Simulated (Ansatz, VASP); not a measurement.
Two plane-wave programs on Co

File INCAR:

```
SYSTEM = Co
PREC     = Accurate       ! precision mode
ENCUT    = 520            ! plane-wave cutoff, eV
EDIFF    = 1E-7           ! SCF threshold, eV
ISMEAR   = -1             ! smearing method
SIGMA    = 0.05           ! smearing width, eV
LREAL    = .FALSE.        ! projectors in reciprocal space
LASPH    = .TRUE.         ! aspherical terms in the spheres
NELM     = 150            ! most SCF steps
ALGO     = Normal         ! electronic algorithm
ISIF     = 2              ! what is computed and relaxed
LWAVE    = .FALSE.        ! write WAVECAR
LCHARG   = .TRUE.         ! write CHGCAR
ISPIN    = 2              ! spin polarisation
MAGMOM   = 2 2            ! initial moments
LORBIT   = 11             ! projections on sites
NUPDOWN  = 4.0            ! fixed moment
LMAXMIX  = 4              ! l up to which the mixer works
GGA      = PE             ! functional
LELF     = .TRUE.         ! ELF
LVHAR    = .TRUE.       
NBANDS   = 20             ! bands
```

The input KPOINTS:

```
Automatic mesh
0
G
  10 10 6
  0 0 0
```

The input POSCAR:

```
Co
1.0
    2.4719999032      0.0000000000      0.0000000000
   -1.2359999516      2.1408147143      0.0000000000
    0.0000000000      0.0000000000      4.0211440800
Co
2
Direct
    0.6666666667      0.3333333333      0.7500000000
    0.3333333333      0.6666666667      0.2500000000
```

input.yaml

```yaml
crystal:
  lattice:
    - [2.4719999032, 0.0, 0.0]
    - [-1.2359999516, 2.1408147143, 0.0]
    - [0.0, 0.0, 4.02114408]
  atoms:
    - { symbol: Co, position: [0.6666666667, 0.3333333333, 0.75], spin: 2.0 }
    - { symbol: Co, position: [0.3333333333, 0.6666666667, 0.25], spin: 2.0 }
hamiltonian:
  xc: pbe
  pseudopotentials: { kind: paw }
magnetization:
  spin_polarized: true
  initial_magnetization: 4.0
  spin_locking: { lock_magnetization: hard }
kpoints:
  mp_grid: { grid: [10, 10, 6] }
scf:
  occupations: { method: fermi_dirac, width: 0.05 }
  lower_state_search: "off"
output:
  forces: true
  stress: true
  eigenvalues: true
```

Alike in both runs: task single point; functional PBE; k mesh 10 × 10 × 6; occupations fermi-dirac, width 0.05 eV; collinear spin; fixed moment 4 μB.

```csv
,VASP,Ansatz
version,VASP 6.6.1,Ansatz 0.2.0
potentials or method,"VASP PAW PBE potentials, release 64 (Co)",Ansatz PAW
plane-wave cutoff (eV),520,420
valence electrons in the cell,18,34
```

```csv
,VASP,Ansatz,Ansatz less VASP
pressure (GPa),12.6,13.4,+0.85
"traceless stress, the component that is largest in VASP (GPa)",0.22,0.51,+0.281
net moment per atom (μB),2.00,2.00,0.000
size of the moment on the site where the two differ most (μB),1.99,2.02,+0.036
```

Site moments also hang on the region over which each program counts them. VASP's potentials hold 18 valence electrons a cell and Ansatz's 34, so a difference there can come from the potentials and not from the codes.
